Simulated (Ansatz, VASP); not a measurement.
**Two plane-wave programs on Al3W**

```xyz
4
Lattice="3.9419 0.0000 0.0000 0.0000 3.9419 0.0000 0.0000 0.0000 3.9419" Properties=species:S:1:pos:R:3 pbc="T T T"
Al    1.9710    0.0000    0.0000
Al    0.0000    1.9710    0.0000
Al    0.0000    0.0000    1.9710
W     1.9710    1.9710    1.9710
```

Alike in both runs: functional PBE; k mesh 4 × 4 × 4; occupations gaussian, width 0.1 eV; no spin polarisation.

Ansatz relaxed the structure, and its values are those at the end. VASP's run is a single point on that final structure, the one shown.

|  | VASP | Ansatz |
| --- | --- | --- |
| version | VASP 6.6.1 | Ansatz 0.2.0 |
| potentials or method | VASP PAW PBE potentials, release 64 (Al, W_sv), cutoff 520 eV | scalar-relativistic, plane waves, PAW |
| valence electrons in the cell | 23 | 23 |

|  | VASP | Ansatz | Ansatz less VASP |
| --- | --- | --- | --- |
| gap on the k mesh at the Fermi level (eV) | none | none | - |
| pressure (GPa) | -0.1 | -0.1 | -0.01 |

A gap of «none» marks a metal or a gap that the smearing closes.

The k mesh is coarse, so the values compare programs but aren't converged. Neither program's run includes spin-orbit coupling.
